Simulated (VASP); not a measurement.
GaAs, 2 atoms in the cell. Symmetry: F-43m, No. 216, cubic system. The conventional cell has a = 5.603 Å, b = 5.603 Å, c = 5.603 Å, α = 90.00°, β = 90.00°, γ = 90.00°. Ga (site symmetry -43m) has 4 As at 2.43 Å within 3.2 Å. As (site symmetry -43m) has 4 Ga at 2.43 Å within 3.2 Å. 

```yaml
Program: VASP 6.6.1
Task: relaxation of cell and atoms
Functional: LDA
Potentials_or_basis: VASP PAW LDA potentials, release 64 (Ga_d, As)
Cutoff: 600 eV
k_mesh: 12 × 12 × 12
Occupations: gaussian, width 0.01 eV
Spin: no spin polarisation
Target_pressure: 40 GPa
Dipole_correction: no
Further_INCAR_settings: ALGO = Normal; EDIFF = 1e-07; IBRION = 2; EDIFFG = -0.001; NSW = 80; ISIF = 3
```

Potentials or basis: VASP PAW LDA potentials, release 64 (Ga_d, As).

Command:

```sh
$ cat potpaw_LDA.64/Ga_d/POTCAR potpaw_LDA.64/As/POTCAR > POTCAR
$ mpirun -np 1 vasp_std > vasp.out
```

Hardware: 1 thread of Intel(R) Xeon(R) Platinum 8488C (Sapphire Rapids), with other jobs on the host.

How long does it take, and how much memory?

Wall time 4.7 min on 1 thread of Intel(R) Xeon(R) Platinum 8488C (Sapphire Rapids), with other jobs on the host, peak memory 0.22 GiB. Counts: scf iterations 125, k points 72, ion steps 17.
